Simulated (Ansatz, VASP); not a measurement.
# HfSnSe4: VASP beside Ansatz

```
Hf Sn Se
1.0
     4.57796    0.00000    0.00000
     0.00000    4.57796    0.00000
     0.00000    0.00000    6.57040
Hf Sn Se
1 1 4
Direct
  0.00000 0.00000 0.00000
  0.50000 0.50000 0.50000
  0.50000 0.00000 0.73387
  0.00000 0.50000 0.26613
  0.50000 0.00000 0.26613
  0.00000 0.50000 0.73387
```

Change from the starting cell: species swapped into the NaYF4 type (P4/mmm, No. 123).

Alike in both runs: task relaxation of cell and atoms; functional PBE; k mesh 4 × 4 × 4; occupations gaussian, width 0.1 eV; no spin polarisation.

```csv
,VASP,Ansatz
version,VASP 6.6.1,Ansatz 0.2.0
potentials or method,"VASP PAW PBE potentials, release 64 (Hf_pv, Sn_d, Se), cutoff 600 eV","scalar-relativistic, plane waves, PAW"
valence electrons in the cell,48,104
```

|  | VASP | Ansatz | Ansatz less VASP |
| --- | --- | --- | --- |
| gap on the k mesh at the Fermi level, each at its own relaxed structure (eV) | none | none | - |
| relaxed volume (Å³/atom) | 25.06 | 25.11 | +0.047 |
| relaxed cell length with the largest relative difference (Å) | 4.722 | 4.726 | +0.0037 |

A gap of «none» marks a metal or a gap that the smearing closes. VASP's potentials hold 48 valence electrons a cell and Ansatz's 104, so a difference there can come from the potentials and not from the codes.

Neither program's run includes spin-orbit coupling.
